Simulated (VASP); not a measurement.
# Li (Im-3m) in VASP: notebook

Runs on Li. Level: LDA. Tasks: single point, relaxation of cell and atoms.

Everything below comes from runs of VASP 6.6.1. Logs are shortened: lines on timing, memory, paths and dates and some standing lists are left out, and cuts for length are marked.

## (1) The cell of the first run

Symmetry: Im-3m, No. 229, cubic system. Conventional cell: a = 3.362 Å, b = 3.362 Å, c = 3.362 Å, α = 90.00°, β = 90.00°, γ = 90.00°. Li (site symmetry m-3m) has 14 Li at 2.91 to 3.36 Å within 3.8 Å.

## (2) Single point, LDA

INCAR

```
SYSTEM = Li
PREC     = Accurate       ! precision mode
ENCUT    = 520            ! plane-wave cutoff, eV
EDIFF    = 1E-6           ! SCF threshold, eV
ISMEAR   = -1             ! smearing method
SIGMA    = 0.05           ! smearing width, eV
LREAL    = .FALSE.        ! projectors in reciprocal space
LASPH    = .TRUE.         ! aspherical terms in the spheres
NELM     = 100            ! most SCF steps
ALGO     = Normal         ! electronic algorithm
ISIF     = 2              ! what is computed and relaxed
LWAVE    = .FALSE.        ! write WAVECAR
LCHARG   = .FALSE.        ! write CHGCAR
GGA      = CA             ! functional
NBANDS   = 10             ! bands
```

KPOINTS

```
regular mesh
0
G
  6 6 6
  0 0 0
```

POSCAR

```
Li
1.0
    3.3618698135      0.0000000000      0.0000000000
    0.0000000000      3.3618698135      0.0000000000
    0.0000000000      0.0000000000      3.3618698135
Li
2
Direct
    0.0000000000      0.0000000000      0.0000000000
    0.5000000000      0.5000000000      0.5000000000
```

Potentials or basis: VASP PAW LDA potentials, release 64 (Li_sv).

Started as:

```bash
$ cat potpaw_LDA.64/Li_sv/POTCAR > POTCAR
$ mpirun -np 1 vasp_std > vasp.out
```

OUTCAR:

```text
SYSTEM = Li
   PREC = Accurate
   ENCUT = 520
   EDIFF = 1E-6
   ISMEAR = -1
   LREAL = .FALSE.
   LASPH = .TRUE.
   NELM = 100
   ISIF = 2
   GGA = CA

 ion  position               nearest neighbor table
   1  0.000  0.000  0.000-
   2  0.500  0.500  0.500-

  LATTYP: Found a simple cubic cell.
 ALAT       =     3.3618698135

  Lattice vectors:

 A1 = (   3.3618698135,   0.0000000000,   0.0000000000)
 A2 = (   0.0000000000,   3.3618698135,   0.0000000000)
 A3 = (   0.0000000000,   0.0000000000,   3.3618698135)

Analysis of symmetry for initial positions (statically):
=====================================================================
 Subroutine PRICEL returns following result:

  LATTYP: Found a body centered cubic cell.
 ALAT       =     3.3618698135

  Lattice vectors:

 A1 = (   1.6809349067,   1.6809349068,  -1.6809349067)
 A2 = (  -1.6809349067,   1.6809349067,   1.6809349067)
 A3 = (   1.6809349067,  -1.6809349067,   1.6809349068)

   2 primitive cells build up your supercell.

 Routine SETGRP: Setting up the symmetry group for a
 simple cubic supercell.

 Subroutine GETGRP returns: Found 48 space group operations
 (whereof 48 operations were pure point group operations)
 out of a pool of 48 trial point group operations.

The static configuration has the point symmetry O_h .

Analysis of symmetry for dynamics (positions and initial velocities):
=====================================================================
 Subroutine PRICEL returns following result:

  LATTYP: Found a body centered cubic cell.
 ALAT       =     3.3618698135

  Lattice vectors:

 A1 = (   1.6809349067,   1.6809349068,  -1.6809349067)
 A2 = (  -1.6809349067,   1.6809349067,   1.6809349067)
 A3 = (   1.6809349067,  -1.6809349067,   1.6809349068)

   2 primitive cells build up your supercell.

 Routine SETGRP: Setting up the symmetry group for a
 simple cubic supercell.

 Subroutine GETGRP returns: Found 48 space group operations
 (whereof 48 operations were pure point group operations)
 out of a pool of 48 trial point group operations.

The dynamic configuration has the point symmetry O_h .

 Subroutine INISYM returns: Found 48 space group operations
 (whereof 48 operations are pure point group operations),
 and found     2 'primitive' translations

----------------------------------------------------------------------------------------

                                     Primitive cell

  volume of cell :      18.9982

  direct lattice vectors                    reciprocal lattice vectors
     1.680934907  1.680934907 -1.680934907     0.297453517  0.297453517  0.000000000
    -1.680934907  1.680934907  1.680934907    -0.000000000  0.297453517  0.297453517
     1.680934907 -1.680934907  1.680934907     0.297453517  0.000000000  0.297453517

  length of vectors
     2.911464663  2.911464663  2.911464663     0.420662798  0.420662798  0.420662798

  position of ions in fractional coordinates (direct lattice)
     0.000000000  0.000000000  0.000000000

  ion indices of the primitive-cell ions
   primitive index   ion index
                 1           1

----------------------------------------------------------------------------------------

 KPOINTS: regular mesh

Automatic generation of k-mesh.
 Grid dimensions read from file:
 generate k-points for:    6    6    6

 Generating k-lattice:

  Cartesian coordinates                     Fractional coordinates (reciprocal lattice)
     0.049575586  0.000000000  0.000000000     0.166666667  0.000000000  0.000000000
     0.000000000  0.049575586  0.000000000     0.000000000  0.166666667  0.000000000
     0.000000000  0.000000000  0.049575586     0.000000000  0.000000000  0.166666667

  Length of vectors
     0.049575586  0.049575586  0.049575586

  Shift w.r.t. Gamma in fractional coordinates (k-lattice)
     0.000000000  0.000000000  0.000000000

 Subroutine IBZKPT returns following result:
 ===========================================

 Found     20 irreducible k-points:

 Following reciprocal coordinates:
            Coordinates               Weight
  0.000000  0.000000  0.000000      1.000000
  0.166667  0.000000  0.000000      6.000000
  0.333333  0.000000  0.000000      6.000000
  0.500000  0.000000  0.000000      3.000000
  0.166667  0.166667  0.000000     12.000000
  0.333333  0.166667  0.000000     24.000000
[... 12 lines left out ...]
  0.500000  0.500000  0.333333      6.000000
  0.500000  0.500000  0.500000      1.000000
   k-points           NKPTS =     20   k-points in BZ     NKDIM =     20   number of bands    NBANDS=     10
   number of dos      NEDOS =    301   number of ions     NIONS =      2
   total plane-waves  NPLWV =  21952
   dimension x,y,z NGX =    28 NGY =   28 NGZ =   28
   dimension x,y,z NGXF=    56 NGYF=   56 NGZF=   56
   ions per type =               2
   NGX,Y,Z   is equivalent  to a cutoff of  13.85, 13.85, 13.85 a.u.
   NGXF,Y,Z  is equivalent  to a cutoff of  27.69, 27.69, 27.69 a.u.
 SYSTEM =  Li
   PREC   = accura    normal or accurate (medium, high low for compatibility)
   ISTART =      0    job   : 0-new  1-cont  2-samecut
   ICHARG =      2    charge: 1-file 2-atom 10-const
   ISPIN  =      1    spin polarized calculation?
   LNONCOLLINEAR =      F non collinear calculations
   LSORBIT =      F    spin-orbit coupling
   LASPH  =      T    aspherical Exc in radial PAW
   ENCUT  =  520.0 eV  38.22 Ry    6.18 a.u.   6.25  6.25  6.25*2*pi/ulx,y,z
   NELM   =    100;   NELMIN=  2; NELMDL= -5     # of ELM steps
   EDIFF  = 0.1E-05   stopping-criterion for ELM
   LREAL  =      F    real-space projection
   EDIFFG = 0.1E-04   stopping-criterion for IOM
   NSW    =      0    number of steps for IOM
   IBRION =     -1    ionic relax: 0-MD 1-quasi-New 2-CG
   NFREE  =      0    steps in history (QN), initial steepest desc. (CG)
   ISIF   =      2    stress and relaxation
   ISYM   =      2    0-nonsym 1-usesym 2-fastsym
   POTIM  = 0.5000    time-step for ionic-motion
   TEBEG  =    0.0;   TEEND  =   0.0 temperature during run
   PSTRESS=    0.0 pullay stress
   NELECT =       6.0000    total number of electrons
   NUPDOWN=      -1.0000    fix difference up-down
   EMIN   =  10.00;   EMAX   =-10.00  energy-range for DOS
   EFERMI =   0.00;   METHOD = LEGACY
   ISMEAR =    -1;   SIGMA  =   0.05  broadening in eV -4-tet -1-fermi 0-gaus
   EFERMI_NEDOS =   21; number of points for ismear=-14 and -15
   IALGO  =     38    algorithm
   IMIX   =      4    mixing-type and parameters
     AMIX     =   0.40;   BMIX     =  1.00
     AMIX_MAG =   1.60;   BMIX_MAG =  1.00
  volume/ion in A,a.u.               =      19.00       128.21
  Fermi-wavevector in a.u.,A,eV,Ry     =   0.884866  1.672155 10.653205  0.782988
  Thomas-Fermi vector in A             =   2.005824
   LORBIT       =      0    0 simple, 1 ext, 2 COOP (PROOUT), +10 PAW based schemes
   GGA     = CA    functional components
   LHFCALC =     F    Hartree Fock is set to
   AEXX    =    0.0000 exact exchange contribution
   IVDW    =     0    specifies the selected vdW correction
   LEPSILON=     F    determine dielectric tensor
   LRPA    =     F    only Hartree local field effects (RPA)
 non-spin polarized calculation
  energy-cutoff  :      520.00
  volume of cell :       38.00
 maximum number of plane-waves:      1064
 NGX is ok and might be reduce to    28
   NGX = 13   NGY = 13   NGZ = 13

 number of electron       5.9999978 magnetization

 Free energy of the ion-electron system (eV)
  ---------------------------------------------------
  ext. energy  EPLUGINS =         0.00000000
  ---------------------------------------------------
  free energy    TOTEN  =        -4.09811455 eV

  energy without entropy =       -4.08450565  energy(sigma->0) =       -4.09131010

 E-fermi :   0.7747     XC(G=0):  -7.3095

 val. band max:        0.5196763787   @ k =   0.5000   0.3333   0.0000
 cond. band min:       0.8237979662   @ k =   0.5000   0.3333   0.1667
 fundamental gap:      0.3041215875
 Fermi energy:         0.7747325269

 k-point     1 :       0.0000    0.0000    0.0000
  band No.  band energies     occupation
      1     -44.7359      2.00000
      2     -44.6891      2.00000
      3      -2.7854      2.00000
      4       6.4541      0.00000
      5       6.4541      0.00000
      6       6.4541      0.00000
      7       8.9306      0.00000
      8       8.9306      0.00000
      9      15.6522      0.00000
     10      15.8106      0.00000

 k-point     2 :       0.1667    0.0000    0.0000
  band No.  band energies     occupation
      1     -44.7322      2.00000
      2     -44.6917      2.00000
      3      -2.5210      2.00000
      4       4.1721      0.00000
      5       6.8076      0.00000
      6       6.8076      0.00000
      7       9.3000      0.00000
      8      11.6917      0.00000
      9      14.4715      0.00000
     10      14.4715      0.00000

 k-point     3 :       0.3333    0.0000    0.0000
  band No.  band energies     occupation
      1     -44.7225      2.00000
      2     -44.6991      2.00000
      3      -1.7179      2.00000
      4       1.6181      0.00000
      5       7.8620      0.00000
      6       7.8620      0.00000
      7      10.4079      0.00000
      8      11.9129      0.00000
      9      11.9129      0.00000
     10      13.8465      0.00000

 k-point     4 :       0.5000    0.0000    0.0000
  band No.  band energies     occupation
      1     -44.7102      2.00000
      2     -44.7102      2.00000
      3      -0.3487      2.00000
      4      -0.3487      2.00000
      5       9.5917      0.00000
      6       9.5917      0.00000
      7       9.5917      0.00000
      8       9.5917      0.00000
      9      12.2544      0.00000
     10      12.2544      0.00000

 k-point     5 :       0.1667    0.1667    0.0000
  band No.  band energies     occupation
      1     -44.7289      2.00000
      2     -44.6939      2.00000
      3      -2.2576      2.00000
      4       3.8493      0.00000
      5       5.3647      0.00000
      6       7.1588      0.00000
      7      11.0281      0.00000
      8      12.5628      0.00000
      9      12.9874      0.00000
     10      14.0159      0.00000

 k-point     6 :       0.3333    0.1667    0.0000
  band No.  band energies     occupation
      1     -44.7203      2.00000
      2     -44.7001      2.00000
      3      -1.4594      2.00000
      4       1.7855      0.00000
      5       5.9654      0.00000
      6       8.2038      0.00000
      7       9.8805      0.00000
      8      12.1039      0.00000
      9      12.2684      0.00000
     10      14.2076      0.00000
[... 131 lines left out ...]
 k-point    17 :       0.3333    0.3333    0.3333
  band No.  band energies     occupation
      1     -44.7102      2.00000
      2     -44.7044      2.00000
      3       0.3960      1.99897
      4       3.1761      0.00000
      5       3.1761      0.00000
      6       7.3037      0.00000
      7       7.5034      0.00000
      8       7.5034      0.00000
      9      10.5497      0.00000
     10      11.7604      0.00000

 k-point    18 :       0.5000    0.3333    0.3333
  band No.  band energies     occupation
      1     -44.7068      2.00000
      2     -44.7068      2.00000
      3       1.6717      0.00000
      4       1.6717      0.00000
      5       4.9869      0.00000
      6       4.9869      0.00000
      7       7.3767      0.00000
      8       7.3767      0.00000
      9      10.6362      0.00000
     10      10.6362      0.00000

 k-point    19 :       0.5000    0.5000    0.3333
  band No.  band energies     occupation
      1     -44.7062      2.00000
      2     -44.7062      2.00000
      3       2.4582      0.00000
      4       2.4582      0.00000
      5       4.2844      0.00000
      6       4.2844      0.00000
      7       6.7984      0.00000
      8       6.7984      0.00000
      9      10.1045      0.00000
     10      10.1045      0.00000

 k-point    20 :       0.5000    0.5000    0.5000
  band No.  band energies     occupation
      1     -44.7058      2.00000
      2     -44.7058      2.00000
      3       4.2729      0.00000
      4       4.2729      0.00000
      5       4.2729      0.00000
      6       4.2729      0.00000
      7       4.2729      0.00000
      8       4.2729      0.00000
      9       9.7855      0.00000
     10       9.7855      0.00000

------------------------ aborting loop because EDIFF is reached ----------------------------------------

  FORCE on cell =-STRESS in cart. coord.  units (eV):
  Direction    XX          YY          ZZ          XY          YZ          ZX
  --------------------------------------------------------------------------------------
  -------------------------------------------------------------------------------------
  Total       -0.0291382     -0.0291382     -0.0291382     -0.0000000     -0.0000000     -0.0000000
  in kB       -1.2286571     -1.2286571     -1.2286571     -0.0000000     -0.0000000     -0.0000000
  external PRESSURE =      -1.2286571 kB  Pullay stress =       0.0000000 kB

 VOLUME and BASIS-vectors are now :
 -----------------------------------------------------------------------------
  energy-cutoff  :      520.00
  volume of cell :       38.00
      direct lattice vectors                 reciprocal lattice vectors
     3.361869813  0.000000000  0.000000000     0.297453517  0.000000000  0.000000000
     0.000000000  3.361869813  0.000000000     0.000000000  0.297453517  0.000000000
     0.000000000  0.000000000  3.361869813     0.000000000  0.000000000  0.297453517

 POSITION                                       TOTAL-FORCE (eV/Angst)
 -----------------------------------------------------------------------------------
      0.00000      0.00000      0.00000         0.000000      0.000000      0.000000
      1.68093      1.68093      1.68093        -0.000000     -0.000000     -0.000000
 -----------------------------------------------------------------------------------
    total drift:                                0.000000      0.000000      0.000000

  FREE ENERGIE OF THE ION-ELECTRON SYSTEM (eV)
  ---------------------------------------------------
  free  energy   TOTEN  =        -4.0981145487 eV

  energy  without entropy=       -4.0845056468  energy(sigma->0) =       -4.09131010
```

Wall time 4.6 s (1 thread of Intel Xeon Platinum 8259CL at 2.50GHz (Skylake/Cascade Lake), shared host); peak memory 0.13 GiB.

What came out:

```
Free energy            : -4.0981 eV
Band gap on the k mesh : zero (band 3 reaches 4.27 eV, above the bottom of band 4 at -0.35 eV)
```

Caveat: the cutoff is under 1.25 times the usual one of these potentials, so pressure, stress and relaxed cells hold a basis-set (Pulay) error.

(Continued in part 2 of 2.)
